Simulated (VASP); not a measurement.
Input of a VASP 6.6.1 run:

File INCAR:

```
SYSTEM = PRu3
ALGO = Normal ; EDIFF = 1E-6
ENCUT = 520 ; GGA = PE
ISIF = 2 ; ISMEAR = 0
LASPH = .TRUE. ; LCHARG = .TRUE.
LELF = .TRUE. ; LREAL = .FALSE.
LVHAR = .TRUE. ; LWAVE = .FALSE.
NBANDS = 57 ; NELM = 80
PREC = Accurate ; SIGMA = 0.1
```

The input KPOINTS:

```
k-points
0
G
  6 6 4
  0 0 0
```

Contents of POSCAR:

```
PRu3
1.0
    5.4717738907      0.0000000000      0.0000000000
   -2.7358869454      4.7386951931      0.0000000000
    0.0000000000      0.0000000000      4.3919428000
P Ru
2 6
Direct
    0.3333333333      0.6666666667      0.2500000000
    0.6666666667      0.3333333333      0.7500000000
    0.8330000000      0.6660000000      0.2500000000
    0.1670000000      0.8330000000      0.7500000000
    0.3340000000      0.1670000000      0.2500000000
    0.1670000000      0.3340000000      0.7500000000
    0.8330000000      0.1670000000      0.2500000000
    0.6660000000      0.8330000000      0.7500000000
```

Potentials or basis: VASP PAW PBE potentials, release 64 (P, Ru_pv).

Command:

```console
$ cat potpaw_PBE.64/P/POTCAR potpaw_PBE.64/Ru_pv/POTCAR > POTCAR
$ mpirun -np 1 vasp_std > vasp.out
```

**Question.** Estimate the band gap on the k mesh.

**Answer.** Zero (bands 47 and 48 overlap by 0.31 eV).

**Question.** Predict the pressure.

**Answer.** -14.2 GPa.

**Question.** What does it give for the largest force?

**Answer.** 0.439 eV/Å.

Stress tensor (GPa, compression positive):
```
-10.76   0.00   0.00
  0.00 -10.76   0.00
  0.00   0.00 -20.95
```

Caveat: the cell stands under tension.
